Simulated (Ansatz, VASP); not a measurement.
# One calculation of NaHF2, two programs

```
CELL_PARAMETERS angstrom
1.73763 1.00322 4.60764
-1.73763 1.00322 4.60764
0.00000 -2.00644 4.60764
ATOMIC_POSITIONS crystal
Na 0.00000 0.00000 0.00000
H 0.50000 0.50000 0.50000
F 0.41726 0.41726 0.41726
F 0.58274 0.58274 0.58274
```

Alike in both runs: task relaxation of cell and atoms; functional LDA; k mesh 9 × 9 × 9; occupations gaussian, width 0.02 eV; no spin polarisation.

|  | VASP | Ansatz |
| --- | --- | --- |
| version | VASP 6.6.1 | Ansatz 0.2.0 |
| potentials or method | VASP PAW LDA potentials, release 64 (Na_pv, H, F), cutoff 600 eV | scalar-relativistic, plane waves, PAW |
| valence electrons in the cell | 22 | 24 |

|  | VASP | Ansatz | Ansatz less VASP |
| --- | --- | --- | --- |
| gap on the k mesh at the Fermi level, each at its own relaxed structure (eV) | 6.90 | 6.90 | -0.002 |
| relaxed volume (Å³/atom) | 10.87 | 10.98 | +0.103 |
| relaxed cell length with the largest relative difference (Å) | 4.924 | 4.916 | -0.0082 |

LDA's correlation is that of Perdew and Zunger in VASP and of Perdew and Wang (1992) in Ansatz. VASP's potentials hold 22 valence electrons a cell and Ansatz's 24, so a difference there can come from the potentials and not from the codes.
